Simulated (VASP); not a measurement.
Input of a VASP 6.6.1 run:

File INCAR:

```
PREC = Accurate
ENCUT = 520
EDIFF = 1E-8
ISMEAR = -1
SIGMA = 0.05
LREAL = False
LASPH = True
NELM = 150
ALGO = Normal
ISIF = 2
LWAVE = False
LCHARG = False
ISPIN = 2
MAGMOM = 1.5
LORBIT = 11
LMAXMIX = 4
GGA = CA
LEFG = True
NBANDS = 15
```

File KPOINTS:

```
regular mesh
0
Gamma
  20 20 20
```

File POSCAR:

```
Ni
1.0
    0.0000000000      1.7440558547      1.7440558547
    1.7440558547      0.0000000000      1.7440558547
    1.7440558547      1.7440558547      0.0000000000
Ni
1
Direct
    0.0000000000      0.0000000000      0.0000000000
```

Potentials or basis: VASP PAW LDA potentials, release 64 (Ni).

Launch:

```console
$ cat potpaw_LDA.64/Ni/POTCAR > POTCAR
$ mpirun -np 1 vasp_std > vasp.out
```

(1) What does it give for the pressure?

(2) What does it give for the net moment?

Results:

(1) -12.3 GPa.

(2) 0.60 μB per cell.

Caveat: the cell stands under tension.
